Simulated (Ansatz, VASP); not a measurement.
Ni5Pt7Au8 in VASP and in Ansatz

```
Au Pt Ni
1.0
     7.24352   -0.91605   -0.16334
    -0.93974    7.31569   -0.23786
    -0.21366   -0.19748    6.08754
Au Pt Ni
8 7 5
Direct
  0.16745 0.61291 0.46928
  0.80510 0.56213 0.30759
  0.37047 0.12463 0.04957
  0.48223 0.88837 0.32707
  0.92435 0.72707 0.81469
  0.11433 0.23270 0.31923
  0.85365 0.94064 0.46157
  0.31638 0.74377 0.90971
  0.66604 0.40187 0.89609
  0.26205 0.36457 0.76234
  0.42078 0.50425 0.18212
  0.55998 0.64177 0.61910
  0.22822 0.99643 0.61922
  0.63230 0.02402 0.77989
  0.53257 0.26904 0.47668
  0.99146 0.09994 0.90454
  0.02969 0.45634 0.02735
  0.89189 0.31104 0.62807
  0.75747 0.18271 0.17475
  0.09301 0.85877 0.19780
```

Alike in both runs: task single point; functional PBE; k mesh 3 × 4 × 4; occupations gaussian, width 0.1 eV; no spin polarisation.

|  | VASP | Ansatz |
| --- | --- | --- |
| version | VASP 6.6.1 | Ansatz 0.2.0 |
| potentials or method | VASP PAW PBE potentials, release 64 (Au, Pt, Ni), cutoff 520 eV | scalar-relativistic, plane waves, PAW |
| valence electrons in the cell | 208 | 368 |

|  | VASP | Ansatz | Ansatz less VASP |
| --- | --- | --- | --- |
| gap on the k mesh at the Fermi level (eV) | none | none | - |
| rms of the force components (eV/Å) | 0.032 | 0.032 | 0.0000 |

Atom by atom the forces differ by 0.005 eV/Å (rms over components). A gap of «none» marks a metal or a gap that the smearing closes. With one functional, cell and mesh, what is left measures potentials, basis and numerics. VASP's potentials hold 208 valence electrons a cell and Ansatz's 368, so a difference there can come from the potentials and not from the codes.

Neither program's run includes spin-orbit coupling.
